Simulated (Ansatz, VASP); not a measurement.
## Pb in VASP and in Ansatz

File INCAR:

```
ALGO = Normal ; EDIFF = 1E-6
ENCUT = 520 ; GGA = PE
ISIF = 2 ; ISMEAR = 1
LASPH = T ; LCHARG = F
LREAL = F ; LWAVE = F
NBANDS = 13 ; NELM = 80
PREC = Accurate ; SIGMA = 0.025
```

Contents of KPOINTS:

```
k-points
0
Gamma
  13 13 13
```

The input POSCAR:

```
Pb
1.0
    0.0000000000      2.4698000000      2.4698000000
    2.4698000000      0.0000000000      2.4698000000
    2.4698000000      2.4698000000      0.0000000000
Pb
1
Direct
    0.0000000000      0.0000000000      0.0000000000
```

Input for Ansatz:

```yaml
crystal:
  lattice:
    - [0.0, 2.4698, 2.4698]
    - [2.4698, 0.0, 2.4698]
    - [2.4698, 2.4698, 0.0]
  atoms:
    - { symbol: Pb, position: [0.0, 0.0, 0.0] }
kpoints:
  mp_grid: { grid: [13, 13, 13] }
scf:
  occupations: { method: methfessel_paxton, width: 0.025 }
hamiltonian:
  xc: pbe
  pseudopotentials:
    kind: all_electron
    lapw: { basis_error: 0.00025 }
    nuclear_model: point
output:
  forces: true
  stress: true
  eigenvalues: true
accuracy: medium
```

Alike in both runs: task single point; functional PBE; k mesh 13 × 13 × 13; occupations methfessel-paxton of order 1, width 0.025 eV; no spin polarisation.

```csv
,VASP,Ansatz
version,VASP 6.6.1,Ansatz 0.2.0
potentials or method,"VASP PAW PBE potentials, release 64 (Pb_d), cutoff 520 eV","all-electron LAPW, scalar-relativistic"
```

Ansatz gave:

```
gap on the k mesh at the Fermi level (eV) : none
pressure (GPa)                            : 2.7
```

Question: Estimate VASP's values.

Answer: gap on the k mesh at the Fermi level (eV): none; pressure (GPa): 2.6.

A gap of «none» marks a metal or a gap that the smearing closes. Ansatz ran all-electron here, and VASP with PAW potentials.

Neither program's run includes spin-orbit coupling.
